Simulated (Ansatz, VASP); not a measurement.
NaCl: VASP beside Ansatz

Contents of INCAR:

```
PREC = Accurate
ENCUT = 520
EDIFF = 1E-6
ISMEAR = 0
SIGMA = 0.01
LREAL = F
LASPH = T
NELM = 80
ALGO = Normal
ISIF = 2
LWAVE = F
LCHARG = F
GGA = PS
NBANDS = 14
```

File KPOINTS:

```
regular mesh
0
Gamma
  8 8 8
```

The input POSCAR:

```
NaCl
1.0
    2.8921488964      2.8921488964      0.0000000000
   -2.8921488964      2.8921488964      0.0000000000
    0.0000000000      2.8921488964      2.8921488964
Na Cl
1 1
Direct
    0.0000000000      0.0000000000      0.0000000000
    0.5000000000      0.5000000000      0.0000000000
```

Input for Ansatz:

```yaml
crystal:
  lattice:
    - [2.89214889645, 2.89214889645, 0.0]
    - [-2.89214889645, 2.89214889645, 0.0]
    - [0.0, 2.89214889645, 2.89214889645]
  atoms:
    - { symbol: Na, position: [0.0, 0.0, 0.0] }
    - { symbol: Cl, position: [0.5, 0.5, 0.0] }
kpoints:
  mp_grid: { grid: [8, 8, 8] }
scf:
  occupations: { method: fixed }
  convergence: { dr2_threshold: 1.0e-10 }
hamiltonian:
  xc: pbesol
  pseudopotentials: { kind: all_electron, lapw: { basis_error: 0.0005 } }
output:
  forces: true
  stress: true
  eigenstates:
    kpoints:
      - [0.0, 0.0, 0.0]
      - [-0.5, -0.5, -0.5]
      - [-0.5, 0.5, 0.0]
      - [0.0, 0.0, -0.5]
      - [0.0, -0.5, -0.5]
      - [0.0, 0.5, 0.0]
      - [-0.5, 0.0, 0.0]
      - [-0.5, 0.0, -0.5]
  eigenvalues: true
```

Alike in both runs: task single point; functional PBEsol; k mesh 8 × 8 × 8; no spin polarisation.

|  | VASP | Ansatz |
| --- | --- | --- |
| version | VASP 6.6.1 | Ansatz 0.2.0 |
| potentials or method | VASP PAW PBE potentials, release 64 (Na_pv, Cl), cutoff 520 eV | all-electron LAPW, scalar-relativistic |
| occupations | gaussian, width 0.01 eV | fixed |

VASP gave:

```
gap on the k mesh at the Fermi level (eV) : 4.67
pressure (GPa)                            : -2.0
```

Problem. Estimate Ansatz's values.

Solution. gap on the k mesh at the Fermi level (eV): 4.68; pressure (GPa): -2.0.

VASP's potentials were made for PBE, not for PBEsol. Ansatz ran all-electron here, and VASP with PAW potentials.
